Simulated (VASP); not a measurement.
A run of VASP 6.6.1:

INCAR

```
ALGO = Normal ; EDIFF = 1E-7
EDIFFG = -0.003 ; ENCUT = 600
GGA = PE ; IBRION = 2
ISIF = 3 ; ISMEAR = 0
ISPIN = 2 ; LASPH = T
LCHARG = F ; LDAU = T
LDAUJ = 0 0 ; LDAUL = 2 -1
LDAUPRINT = 1 ; LDAUTYPE = 2
LDAUU = 6 0 ; LMAXMIX = 4
LORBIT = 11 ; LREAL = F
LWAVE = F ; MAGMOM = 2 -2 0 0
NELM = 150 ; NSW = 80
PREC = Accurate ; SIGMA = 0.01
```

Contents of KPOINTS:

```
k-points
0
Gamma
  6 6 6
```

Contents of POSCAR:

```
NiO
1.0
    2.0885000000      2.0885000000      4.1770000000
    4.1770000000      2.0885000000      2.0885000000
    2.0885000000      4.1770000000      2.0885000000
Ni O
2 2
Direct
    0.0000000000      0.0000000000      0.0000000000
    0.5000000000      0.5000000000      0.5000000000
    0.2500000000      0.2500000000      0.2500000000
    0.7500000000      0.7500000000      0.7500000000
```

Potentials or basis: VASP PAW PBE potentials, release 64 (Ni, O).

Command:

```console
$ cat potpaw_PBE.64/Ni/POTCAR potpaw_PBE.64/O/POTCAR > POTCAR
$ mpirun -np 1 vasp_std > vasp.out
```

Hardware: 1 thread of Intel(R) Xeon(R) Platinum 8488C (Sapphire Rapids) (shared host).

How long does it take, and how much memory?

Run time: 5.3 min on 1 thread of Intel(R) Xeon(R) Platinum 8488C (Sapphire Rapids), with other jobs on the host, peak memory 0.33 GiB. Counts: scf iterations 37, k points 32, ion steps 3.
